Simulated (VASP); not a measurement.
# Sb in VASP: notebook

The runs below take Sb through single point, with PBE.

Everything below comes from runs of VASP 6.6.1. Logs are shortened: lines on timing, memory, paths and dates and some standing lists are left out, and cuts for length are marked.

### 1 The cell of the first run

Symmetry: Cmmm, No. 65, orthorhombic system. Conventional cell: a = 4.378 Å, b = 4.424 Å, c = 3.102 Å, α = 90.00°, β = 90.00°, γ = 90.00°. Within 4.1 Å of Sb (site symmetry mmm) lie 6 Sb at 3.10 to 3.11 Å.

### 2 Single point, PBE

INCAR reads:

```
PREC = Accurate
ENCUT = 500
EDIFF = 1E-6
ISMEAR = 0
SIGMA = 0.1
LREAL = F
LASPH = T
NELM = 120
ALGO = Normal
ISIF = 2
LWAVE = F
LCHARG = F
GGA = PE
NBANDS = 8
GGA_COMPAT = F
```

KPOINTS reads:

```
regular mesh
0
Gamma
  6 6 6
```

POSCAR reads:

```
Sb
1.0
    2.1890282297     -2.2118352615      0.0000000000
    2.1890282297      2.2118352615      0.0000000000
    0.0000000000      0.0000000000      3.1018362741
Sb
1
Direct
    0.5000000000      0.5000000000      0.5000000000
```

Potentials or basis: VASP PAW PBE potentials, release 64 (Sb).

The run is started by

```console
$ cat potpaw_PBE.64/Sb/POTCAR > POTCAR
$ mpirun -np 1 vasp_std > vasp.out
```

OUTCAR:

```text
PREC = Accurate
   ENCUT = 500
   EDIFF = 1E-6
   ISMEAR = 0
   LREAL = F
   LASPH = T
   NELM = 120
   ISIF = 2
   GGA = PE

 ion  position               nearest neighbor table
   1  0.500  0.500  0.500-

  LATTYP: Found a base centered orthorhombic cell.
 ALAT       =     4.3780564594
 B/A-ratio  =     1.0104187929
 C/A-ratio  =     0.7084961793

  Lattice vectors:

 A1 = (   2.1890282297,  -2.2118352615,   0.0000000000)
 A2 = (   2.1890282297,   2.2118352615,   0.0000000000)
 A3 = (   0.0000000000,   0.0000000000,   3.1018362741)

Analysis of symmetry for initial positions (statically):
=====================================================================
 Subroutine PRICEL returns:
 Original cell was already a primitive cell.

 Routine SETGRP: Setting up the symmetry group for a
 base centered orthorhombic supercell.

 Subroutine GETGRP returns: Found  8 space group operations
 (whereof  8 operations were pure point group operations)
 out of a pool of  8 trial point group operations.

The static configuration has the point symmetry D_2h.

Analysis of symmetry for dynamics (positions and initial velocities):
=====================================================================
 Subroutine PRICEL returns:
 Original cell was already a primitive cell.

 Routine SETGRP: Setting up the symmetry group for a
 base centered orthorhombic supercell.

 Subroutine GETGRP returns: Found  8 space group operations
 (whereof  8 operations were pure point group operations)
 out of a pool of  8 trial point group operations.

The dynamic configuration has the point symmetry D_2h.

 Subroutine INISYM returns: Found  8 space group operations
 (whereof  8 operations are pure point group operations),
 and found     1 'primitive' translations

----------------------------------------------------------------------------------------

                                     Primitive cell

  volume of cell :      30.0368

  direct lattice vectors                    reciprocal lattice vectors
     2.189028230 -2.211835262  0.000000000     0.228411856 -0.226056619  0.000000000
     2.189028230  2.211835262  0.000000000     0.228411856  0.226056619  0.000000000
     0.000000000  0.000000000  3.101836274     0.000000000  0.000000000  0.322389679

  length of vectors
     3.111922206  3.111922206  3.101836274     0.321362055  0.321362055  0.322389679

  position of ions in fractional coordinates (direct lattice)
     0.500000000  0.500000000  0.500000000

  ion indices of the primitive-cell ions
   primitive index   ion index
                 1           1

----------------------------------------------------------------------------------------

 KPOINTS: regular mesh

Automatic generation of k-mesh.
 Grid dimensions read from file:
 generate k-points for:    6    6    6

 Generating k-lattice:

  Cartesian coordinates                     Fractional coordinates (reciprocal lattice)
     0.038068643 -0.037676103  0.000000000     0.166666667 -0.000000000  0.000000000
     0.038068643  0.037676103  0.000000000    -0.000000000  0.166666667  0.000000000
     0.000000000  0.000000000  0.053731613     0.000000000  0.000000000  0.166666667

  Length of vectors
     0.053560343  0.053560343  0.053731613

  Shift w.r.t. Gamma in fractional coordinates (k-lattice)
     0.000000000  0.000000000  0.000000000

 Subroutine IBZKPT returns following result:
 ===========================================

 Found     52 irreducible k-points:

 Following reciprocal coordinates:
            Coordinates               Weight
  0.000000  0.000000  0.000000      1.000000
  0.166667 -0.000000  0.000000      4.000000
  0.333333  0.000000  0.000000      4.000000
  0.500000 -0.000000  0.000000      2.000000
  0.166667  0.166667  0.000000      2.000000
  0.333333  0.166667  0.000000      4.000000
[... 16 lines left out ...]
  0.333333  0.333333  0.166667      4.000000
  0.500000  0.333333  0.166667      8.000000
 [... further k-points ...]
   k-points           NKPTS =     52   k-points in BZ     NKDIM =     52   number of bands    NBANDS=      8
   number of dos      NEDOS =    301   number of ions     NIONS =      1
   total plane-waves  NPLWV =  13824
   dimension x,y,z NGX =    24 NGY =   24 NGZ =   24
   dimension x,y,z NGXF=    48 NGYF=   48 NGZF=   48
   ions per type =               1
   NGX,Y,Z   is equivalent  to a cutoff of  12.82, 12.82, 12.86 a.u.
   NGXF,Y,Z  is equivalent  to a cutoff of  25.64, 25.64, 25.73 a.u.
 SYSTEM =  unknown system
   PREC   = accura    normal or accurate (medium, high low for compatibility)
   ISTART =      0    job   : 0-new  1-cont  2-samecut
   ICHARG =      2    charge: 1-file 2-atom 10-const
   ISPIN  =      1    spin polarized calculation?
   LNONCOLLINEAR =      F non collinear calculations
   LSORBIT =      F    spin-orbit coupling
   LASPH  =      T    aspherical Exc in radial PAW
   ENCUT  =  500.0 eV  36.75 Ry    6.06 a.u.   5.67  5.67  5.66*2*pi/ulx,y,z
   NELM   =    120;   NELMIN=  2; NELMDL= -5     # of ELM steps
   EDIFF  = 0.1E-05   stopping-criterion for ELM
   LREAL  =      F    real-space projection
   EDIFFG = 0.1E-04   stopping-criterion for IOM
   NSW    =      0    number of steps for IOM
   IBRION =     -1    ionic relax: 0-MD 1-quasi-New 2-CG
   NFREE  =      0    steps in history (QN), initial steepest desc. (CG)
   ISIF   =      2    stress and relaxation
   ISYM   =      2    0-nonsym 1-usesym 2-fastsym
   POTIM  = 0.5000    time-step for ionic-motion
   TEBEG  =    0.0;   TEEND  =   0.0 temperature during run
   PSTRESS=    0.0 pullay stress
   NELECT =       5.0000    total number of electrons
   NUPDOWN=      -1.0000    fix difference up-down
   EMIN   =  10.00;   EMAX   =-10.00  energy-range for DOS
   EFERMI =   0.00;   METHOD = LEGACY
   ISMEAR =     0;   SIGMA  =   0.10  broadening in eV -4-tet -1-fermi 0-gaus
   EFERMI_NEDOS =   21; number of points for ismear=-14 and -15
   IALGO  =     38    algorithm
   IMIX   =      4    mixing-type and parameters
     AMIX     =   0.40;   BMIX     =  1.00
     AMIX_MAG =   1.60;   BMIX_MAG =  1.00
  volume/ion in A,a.u.               =      30.04       202.70
  Fermi-wavevector in a.u.,A,eV,Ry     =   0.900562  1.701816 11.034498  0.811013
  Thomas-Fermi vector in A             =   2.023535
   LORBIT       =      0    0 simple, 1 ext, 2 COOP (PROOUT), +10 PAW based schemes
   GGA     = PE    functional components
   LHFCALC =     F    Hartree Fock is set to
   AEXX    =    0.0000 exact exchange contribution
   IVDW    =     0    specifies the selected vdW correction
   LEPSILON=     F    determine dielectric tensor
   LRPA    =     F    only Hartree local field effects (RPA)
 non-spin polarized calculation
 Gauss-broadening in eV      SIGMA  =   0.10
  energy-cutoff  :      500.00
  volume of cell :       30.04
 maximum number of plane-waves:       779
   NGX = 11   NGY = 11   NGZ = 11

 number of electron       4.9999999 magnetization

 Free energy of the ion-electron system (eV)
  ---------------------------------------------------
  ext. energy  EPLUGINS =         0.00000000
  ---------------------------------------------------
  free energy    TOTEN  =        -4.11871252 eV

  energy without entropy =       -4.11261752  energy(sigma->0) =       -4.11566502

 E-fermi :   7.3022     XC(G=0):  -9.5878

 val. band max:        7.2951682900   @ k =   0.5000   0.3333   0.3333
 cond. band min:       7.3113021441   @ k =  -0.1667   0.1667   0.0000
 fundamental gap:      0.0161338540
 Fermi energy:         7.3021616123

 k-point     1 :       0.0000    0.0000    0.0000
  band No.  band energies     occupation
      1      -5.2738      2.00000
      2      10.2553      0.00000
      3      10.3026      0.00000
      4      10.3687      0.00000
      5      13.9503      0.00000
      6      13.9892      0.00000
      7      15.2818      0.00000
      8      24.6363      0.00000

 k-point     2 :       0.1667   -0.0000    0.0000
  band No.  band energies     occupation
      1      -4.8795      2.00000
      2       7.0620      1.99932
      3      10.6596      0.00000
      4      10.7504      0.00000
      5      14.2943      0.00000
      6      15.1106      0.00000
      7      18.2105      0.00000
      8      22.3059      0.00000

 k-point     3 :       0.3333    0.0000    0.0000
  band No.  band energies     occupation
      1      -3.7981      2.00000
      2       3.3555      2.00000
      3      11.6051      0.00000
      4      11.6991      0.00000
      5      15.1901      0.00000
      6      16.2111      0.00000
      7      19.6532      0.00000
      8      19.7684      0.00000

 k-point     4 :       0.5000   -0.0000    0.0000
  band No.  band energies     occupation
      1      -2.8916      2.00000
      2       1.5300      2.00000
      3      12.2487      0.00000
      4      12.3452      0.00000
      5      16.0362      0.00000
      6      17.6578      0.00000
      7      18.3972      0.00000
      8      18.5315      0.00000

 k-point     5 :       0.1667    0.1667    0.0000
  band No.  band energies     occupation
      1      -4.4783      2.00000
      2       7.2688      1.36282
      3       7.5569      0.00031
      4      11.1394      0.00000
      5      15.0413      0.00000
      6      18.1046      0.00000
      7      18.2397      0.00000
      8      19.9888      0.00000
[... 177 lines left out ...]
 k-point    22 :      -0.1667    0.1667    0.1667
  band No.  band energies     occupation
      1      -4.0918      2.00000
      2       7.6874      0.00000
      3       7.7052      0.00000
      4       8.2470      0.00000
      5      18.0416      0.00000
      6      18.2931      0.00000
      7      18.3938      0.00000
      8      19.2137      0.00000

 k-point    23 :       0.3333    0.3333    0.1667
  band No.  band energies     occupation
      1      -1.8823      2.00000
      2       4.8455      2.00000
      3       5.2860      2.00000
      4       9.9554      0.00000
      5      12.7398      0.00000
      6      16.8005      0.00000
      7      17.1037      0.00000
      8      20.8806      0.00000

 k-point    24 :       0.5000    0.3333    0.1667
  band No.  band energies     occupation
      1      -0.9564      2.00000
      2       3.2295      2.00000
      3       5.8453      2.00000
      4      10.7378      0.00000
      5      11.0981      0.00000
      6      15.5292      0.00000
      7      17.8361      0.00000
      8      21.1142      0.00000

 [... further k-points ...]
[... 5 lines left out ...]
  --------------------------------------------------------------------------------------
  -------------------------------------------------------------------------------------
  Total        0.1352788      0.0986501      0.1512517     -0.0000000      0.0000000      0.0000000
  in kB        7.2158453      5.2620494      8.0678523     -0.0000000      0.0000000      0.0000000
  external PRESSURE =       6.8485824 kB  Pullay stress =       0.0000000 kB

 VOLUME and BASIS-vectors are now :
 -----------------------------------------------------------------------------
  energy-cutoff  :      500.00
  volume of cell :       30.04
      direct lattice vectors                 reciprocal lattice vectors
     2.189028230 -2.211835262  0.000000000     0.228411856 -0.226056619  0.000000000
     2.189028230  2.211835262  0.000000000     0.228411856  0.226056619  0.000000000
     0.000000000  0.000000000  3.101836274     0.000000000  0.000000000  0.322389679

 POSITION                                       TOTAL-FORCE (eV/Angst)
 -----------------------------------------------------------------------------------
      2.18903      0.00000      1.55092         0.000000     -0.000000      0.000000
 -----------------------------------------------------------------------------------
    total drift:                               -0.000000     -0.000000     -0.000000

  FREE ENERGIE OF THE ION-ELECTRON SYSTEM (eV)
  ---------------------------------------------------
  free  energy   TOTEN  =        -4.1187125182 eV

  energy  without entropy=       -4.1126175212  energy(sigma->0) =       -4.11566502
```

Wall time 4.1 s (1 thread of Intel Xeon Platinum 8559C (Emerald Rapids), shared host); peak memory 0.13 GiB.

What came out:

```
Free energy : -4.1187 eV
Pressure    : 0.7 GPa
```

Caveat: spin-orbit coupling is left out, which moves the levels of the heavy elements.

### 3 Single point, PBE

INCAR reads:

```
SYSTEM = Sb
PREC = Accurate
ENCUT = 520
EDIFF = 1E-6
ISMEAR = 0
SIGMA = 0.1
LREAL = .FALSE.
LASPH = .TRUE.
NELM = 100
ALGO = Normal
ISIF = 2
LWAVE = .FALSE.
LCHARG = .TRUE.
GGA = PE
LELF = .TRUE.
LVHAR = .TRUE.
NBANDS = 8
```

KPOINTS reads:

```
Automatic mesh
0
G
  18 18 18
  0 0 0
```

POSCAR reads:

```
Sb
1.0
    2.1962527066     -2.2005543202      0.0000000000
    2.1962527066      2.2005543202      0.0000000000
    0.0000000000      0.0000000000      3.1104647951
Sb
1
Direct
    0.5000000000      0.5000000000      0.5000000000
```

Potentials or basis: VASP PAW PBE potentials, release 64 (Sb).

The run is started by

```console
$ cat potpaw_PBE.64/Sb/POTCAR > POTCAR
$ mpirun -np 1 vasp_std > vasp.out
```

Run time: 69 s. Hardware: 1 thread of Intel Xeon 6975P-C, shared host; peak memory 0.32 GiB.

The run converged. Its results:

```yaml
Free_energy: -4.0939 eV
Pressure: 0.0 GPa
```

Levels at points of the mesh, in eV from the Fermi level:
```csv
k point,band 1,band 2,band 3,band 4,band 5,band 6,band 7,band 8
"(0.00, 0.00, 0.00)",-12.36,3.21,3.22,3.23,6.88,6.88,8.18,17.56
"(0.50, 0.00, 0.00)",-9.96,-5.55,5.19,5.20,8.95,10.55,11.38,11.39
"(0.50, 0.50, 0.00)",-7.43,-3.54,-3.52,2.18,7.20,12.74,13.19,13.21
"(0.00, 0.00, 0.50)",-9.97,-5.55,5.19,5.20,8.95,10.55,11.39,11.39
"(0.50, 0.00, 0.50)",-7.43,-3.53,-3.53,2.18,7.21,12.74,13.21,13.21
"(0.50, 0.50, 0.50)",-4.60,-1.65,-1.63,-1.62,4.80,4.81,4.83,6.94
```

Caveat: spin-orbit coupling is left out, which moves the levels of the heavy elements.

### 4 Single point, PBE

This run uses another cell than the first one: it holds 6 atoms, not 1.

INCAR reads:

```
PREC = Accurate
ENCUT = 520
EDIFF = 1E-6
ISMEAR = 0
SIGMA = 0.2
LREAL = False
LASPH = True
NELM = 100
ALGO = Normal
ISIF = 2
LWAVE = False
LCHARG = False
GGA = PE
NBANDS = 24
```

KPOINTS reads:

```
Automatic mesh
0
Gamma
  8 6 2
```

POSCAR reads:

```
Sb
1.0
    3.1018360224     -0.0012434635     -0.0001239032
    0.0021796266      4.3270586022     -0.6662863233
    0.0008972362     -2.3048461512     13.7823221345
Sb
6
Direct
    0.5001097078      0.6668243643      0.4166735932
    0.4998549106      0.6665291675      0.9166670141
    0.5001084579      0.3334138257      0.0833323177
    0.4998922021      0.3332161520      0.5833174495
    0.4999140601     -0.0001547632      0.2499927901
    0.5001206615      0.0001712536      0.7500168355
```

The run is started by

```console
$ cat potpaw_PBE.64/Sb/POTCAR > POTCAR
$ mpirun -np 1 vasp_std > vasp.out
```

Wall time 3 min (1 thread of Intel Xeon 6975P-C, shared host); peak memory 0.38 GiB.

The run converged. Its results:

```
Free energy            : -24.6186 eV
Pressure               : 0.0 GPa
Band gap on the k mesh : zero (band 15 reaches 10.89 eV, above the bottom of band 16 at 4.23 eV)
```

Levels at points of the mesh, in eV from the Fermi level:
```csv
k point,band 11,band 12,band 13,band 14,band 15,band 16,band 17,band 18,band 19,band 20
"(0.00, 0.00, 0.00)",-2.05,-2.05,0.30,0.30,0.64,0.64,2.25,3.24,3.29,3.36
"(0.50, 0.00, 0.00)",-2.88,-1.60,-1.59,-1.48,-0.48,-0.48,0.32,0.32,2.32,2.32
"(0.00, 0.50, 0.00)",-3.30,-3.30,1.39,1.39,1.39,1.39,5.08,5.08,5.08,5.08
"(0.50, 0.50, 0.00)",-3.48,-3.48,-3.44,-3.43,-1.17,-1.17,-1.16,-1.16,2.26,2.26
"(0.00, 0.00, 0.50)",-1.26,-1.26,-0.83,-0.83,2.09,2.09,2.28,2.28,3.04,3.04
"(0.50, 0.00, 0.50)",-1.97,-1.97,-1.23,-1.23,-0.88,-0.88,0.72,0.73,1.61,1.61
"(0.00, 0.50, 0.50)",-1.34,-1.34,-0.93,-0.93,3.89,3.89,3.90,3.90,5.00,5.01
"(0.50, 0.50, 0.50)",-3.59,-3.59,-2.78,-2.78,-2.77,-2.77,0.65,0.66,1.50,1.50
```

Caveat: spin-orbit coupling is left out, which moves the levels of the heavy elements.

### 5 Summary

| cell | k mesh | cutoff (eV) | smearing | gap on the mesh (eV) | pressure (GPa) |
| --- | --- | --- | --- | --- | --- |
| a = 3.112, b = 3.112, c = 3.102 Å, angles 90.0, 90.0, 90.6°, 1 atom | 6 × 6 × 6 | 500 | gaussian 0.1 eV | none | 0.7 |
| a = 3.109, b = 3.109, c = 3.110 Å, angles 90.0, 90.0, 90.1°, 1 atom | 18 × 18 × 18 | 520 | gaussian 0.1 eV | none | 0.0 |
| a = 3.102, b = 4.378, c = 13.974 Å, angles 108.2, 90.0, 90.0°, 6 atoms | 8 × 6 × 2 | 520 | gaussian 0.2 eV | none | 0.0 |

Alike in all rows: task single point; level PBE; potentials or basis VASP PAW PBE potentials, release 64 (Sb); no spin polarisation.

Caveats: spin-orbit coupling is left out, which moves the levels of the heavy elements.

Absolute energies hang on the potentials; compare differences alone.
